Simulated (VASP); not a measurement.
Set up this calculation in VASP 6.6.1, as the native input.

| Property | Result |
| --- | --- |
| Task | single point |
| Functional | r2SCAN |
| Potentials or basis | VASP PAW PBE potentials, release 64 (Fe) |
| Cutoff | 520 eV |
| k mesh | 10 × 10 × 15 |
| Occupations | fermi-dirac, width 0.05 eV |
| Spin | collinear spin, ferromagnetic start |
| Starting moments | [2.942, 2.895, 2.895] μB |
| Dipole correction | no |
| Further INCAR settings | ALGO = Normal; EDIFF = 1e-07; NBANDS = 23 |

Fe:

```
Fe
1.0
     4.20915    0.00000    0.00000
    -2.10458    3.64523    0.00000
     0.00000    0.00000    2.39854
Fe
3
Direct
  0.00000 0.00000 0.00000
  0.33333 0.66667 0.50000
  0.66667 0.33333 0.50000
```

This isn't the form of Fe at room conditions, which is bcc.

These files were run (other wordings do the same):

POSCAR

```
Fe
1.0
    4.2091546658      0.0000000000      0.0000000000
   -2.1045773329      3.6452348690      0.0000000000
    0.0000000000      0.0000000000      2.3985400836
Fe
3
Direct
    0.0000000000      0.0000000000      0.0000000000
    0.3333333333      0.6666666667      0.5000000000
    0.6666666667      0.3333333333      0.5000000000
```

INCAR.step1

```
SYSTEM = Fe
PREC = Accurate
ENCUT = 520
ISMEAR = -1
SIGMA = 0.05
LREAL = .FALSE.
LASPH = .TRUE.
NELM = 150
ISPIN = 2
MAGMOM = 2.942 2.895 2.895
LMAXMIX = 4
NBANDS = 23
GGA = PE
ALGO = Normal
EDIFF = 1E-4
LWAVE = .TRUE.
LCHARG = .FALSE.
```

INCAR.step2

```
SYSTEM = Fe
PREC = Accurate
ENCUT = 520
EDIFF = 1E-7
ISMEAR = -1
SIGMA = 0.05
LREAL = .FALSE.
LASPH = .TRUE.
NELM = 150
ALGO = Normal
ISIF = 2
LWAVE = .FALSE.
LCHARG = .FALSE.
ISPIN = 2
MAGMOM = 2.942 2.895 2.895
LORBIT = 11
LMAXMIX = 4
METAGGA = R2SCAN
LMIXTAU = .TRUE.
NBANDS = 23
ISTART = 1
```

KPOINTS

```
regular mesh
0
G
  10 10 15
  0 0 0
```

Potentials or basis: VASP PAW PBE potentials, release 64 (Fe).

The run is started by

```console
$ cat potpaw_PBE.64/Fe/POTCAR > POTCAR
$ cp INCAR.step1 INCAR
$ mpirun -np 1 vasp_std > vasp.out
$ cp INCAR.step2 INCAR
$ mpirun -np 1 vasp_std > vasp.out
```

Results of the run:

* Pressure: -0.1 GPa
* Net moment: 8.45 μB per cell
* Site moments: Fe +2.88, +2.86 (each value once) μB
* Valence electrons inside the program's atomic spheres: Fe 7.09, 7.17 (each value once)

Caveat: the PAW data sets were made with another functional, which shifts forces and pressure a little.

Run time: 21 min on 1 thread of Oxide Virtual Turin-like Processor, on a shared host, peak memory 0.23 GiB.
